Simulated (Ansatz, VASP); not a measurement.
# SmFeAsO in VASP and in Ansatz

```
CELL_PARAMETERS angstrom
3.96395 0.00000 0.00000
0.00000 3.96395 0.00000
0.00000 0.00000 8.40162
ATOMIC_POSITIONS crystal
Sm 0.50000 0.00000 0.13764
Sm 0.00000 0.50000 0.86236
Fe 0.00000 0.00000 0.50000
Fe 0.50000 0.50000 0.50000
As 0.50000 0.00000 0.64329
As 0.00000 0.50000 0.35671
O 0.00000 0.00000 0.00000
O 0.50000 0.50000 0.00000
```

Alike in both runs: task single point; functional PBE; k mesh 8 × 8 × 4; occupations gaussian, width 0.05 eV; no spin polarisation.

|  | VASP | Ansatz |
| --- | --- | --- |
| version | VASP 6.6.1 | Ansatz 0.2.0 |
| potentials or method | VASP PAW PBE potentials, release 64 (Sm, Fe, As, O), cutoff 600 eV | scalar-relativistic, plane waves, PAW |
| valence electrons in the cell | 70 | 106 |

VASP gave:

- gap on the k mesh at the Fermi level (eV): none
- pressure (GPa): -4.1
- traceless stress, the component that is largest in VASP (GPa): -0.20
- rms of the force components (eV/Å): 0.080

Q: What did Ansatz give for the same quantities?

A: gap on the k mesh at the Fermi level (eV): none; pressure (GPa): -4.4; traceless stress, the component that is largest in VASP (GPa): -0.07; rms of the force components (eV/Å): 0.090.

Atom by atom the forces differ by 0.013 eV/Å (rms over components). A gap of «none» marks a metal or a gap that the smearing closes. VASP's potentials hold 70 valence electrons a cell and Ansatz's 106, so a difference there can come from the potentials and not from the codes.

Spin-orbit coupling is off throughout.
